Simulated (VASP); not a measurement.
## Hf3Pb2: single point with PBE

Hf3Pb2:

```xyz
5
Lattice="5.3563 0.0000 0.0000 0.0000 5.3563 0.0000 0.0000 0.0000 5.3563" Properties=species:S:1:pos:R:3 pbc="T T T"
Hf    0.0000    2.6781    2.6781
Hf    2.6781    0.0000    2.6781
Hf    2.6781    2.6781    0.0000
Pb    0.0000    0.0000    0.0000
Pb    2.6781    2.6781    2.6781
```

The cell was generated, and may not be a known phase.

```
Program                : VASP 6.6.1
Task                   : single point
Functional             : PBE
Potentials or basis    : VASP PAW PBE potentials, release 64 (Hf_pv, Pb_d)
Cutoff                 : 520 eV
k mesh                 : 8 × 8 × 8
Occupations            : gaussian, width 0.1 eV
Spin                   : no spin polarisation
Dipole correction      : no
Further INCAR settings : ALGO = Normal; EDIFF = 1e-06; NBANDS = 37
```

The pressure is -0.4 GPa and the band gap on the k mesh is zero (bands 29 and 30 overlap by 1.10 eV).

Levels at points of the mesh, in eV from the Fermi level:
| k point | band 27 | band 28 | band 29 | band 30 | band 31 | band 32 |
| --- | --- | --- | --- | --- | --- | --- |
| (0.00, 0.00, 0.00) | -1.08 | -0.96 | -0.96 | -0.96 | 1.19 | 1.19 |
| (0.50, 0.00, 0.00) | -1.45 | -0.72 | -0.22 | 0.00 | 0.46 | 0.75 |
| (0.50, 0.50, 0.00) | -1.46 | -0.24 | 0.02 | 0.02 | 0.26 | 0.26 |
| (0.50, 0.50, 0.50) | -1.77 | -0.01 | -0.01 | -0.01 | 0.18 | 0.18 |

Wall time 88 s on 1 thread of Intel(R) Xeon(R) 6975P-C (Granite Rapids), with other jobs on the host, peak memory 0.34 GiB.

Caveat: spin-orbit coupling is left out, which moves the levels of the heavy elements.
